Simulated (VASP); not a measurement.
Crystal: Na2S3.

```
Na S
1.0
     1.87617    1.08321    8.69699
    -1.87617    1.08321    8.69699
     0.00000   -2.16641    8.69699
Na S
2 3
Direct
  0.40000 0.40000 0.40000
  0.60000 0.60000 0.60000
  0.00000 0.00000 0.00000
  0.20950 0.20950 0.20950
  0.79050 0.79050 0.79050
```

- Program: VASP 6.6.1
- Task: relaxation of cell and atoms
- Functional: PBE
- Potentials or basis: VASP PAW PBE potentials, release 64 (Na_pv, S)
- Cutoff: 600 eV
- k mesh: 6 × 6 × 6
- Occupations: gaussian, width 0.1 eV
- Spin: no spin polarisation

At the start: pressure 1.8 GPa; volume 21.21 Å³/atom.

Task: How do energy, volume and symmetry change on relaxing?

Result: Over 14 steps the energy falls by 535.8 meV/atom and the volume is 23.95 Å³/atom (+12.9 %); space group R-3m (No. 166, to 0.1 Å) before and after.

Step by step:
```
step  energy change (eV)  largest force (eV/Å)  pressure (GPa)  volume (Å³)
   1              0.0000                2.0813            1.76       106.05
   2             -0.4570                1.6885           -0.30       109.65
   3             -1.0737                1.3334           -2.31       118.47
   4             -2.3010                0.2934           -4.09       136.56
   5             -2.1858                1.4917           -3.84       130.58
   6             -2.3108                0.9078           -3.90       134.19
   7             -2.5737                0.5378           -0.67       120.90
   8             -2.5871                0.4181           -1.36       123.33
   9             -2.6630                0.2475            0.26       118.64
  10             -2.6663                0.1992            0.65       117.55
  11             -2.6663                0.1942            0.74       117.40
  12             -2.6770                0.0279            0.09       119.21
  13             -2.6773                0.0490           -0.01       119.55
  14             -2.6789                0.0376            0.02       119.76
```

Final structure:
```
Na S
1.0
     2.03393    1.17429    8.35680
    -2.03393    1.17429    8.35680
     0.00000   -2.34858    8.35680
Na S
2 3
Direct
  0.38979 0.38979 0.38979
  0.61021 0.61021 0.61021
  0.00000 0.00000 0.00000
  0.17700 0.17700 0.17700
  0.82300 0.82300 0.82300
```
